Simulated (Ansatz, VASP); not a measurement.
## Bi: VASP beside Ansatz

```xyz
2
Lattice="4.3510 0.0000 0.0000 -2.1755 3.7681 0.0000 0.0000 0.0000 28.0000" Properties=species:S:1:pos:R:3 pbc="T T T"
Bi    0.0000    2.5121   15.2865
Bi    2.1755    1.2560   12.7135
```

Alike in both runs: task single point; functional LDA; k mesh 9 × 9 × 1; occupations gaussian, width 0.02 eV; no spin polarisation.

|  | VASP | Ansatz |
| --- | --- | --- |
| version | VASP 6.6.1 | Ansatz 0.2.0 |
| potentials or method | VASP PAW LDA potentials, release 64 (Bi_d), cutoff 520 eV | scalar-relativistic, plane waves, PAW |
| valence electrons in the cell | 30 | 30 |

VASP gave:

* gap on the k mesh at the Fermi level (eV): none
* rms of the force components (eV/Å): 1.436
* work function, face that differs most (eV): 4.04

Task: Which values does Ansatz return?

Result: gap on the k mesh at the Fermi level (eV): none; rms of the force components (eV/Å): 1.438; work function, face that differs most (eV): 4.03.

LDA's correlation is that of Perdew and Zunger in VASP and of Perdew and Wang (1992) in Ansatz. Atom by atom the forces differ by 0.002 eV/Å (rms over components). A gap of «none» marks a metal or a gap that the smearing closes.

Neither program's run includes spin-orbit coupling.
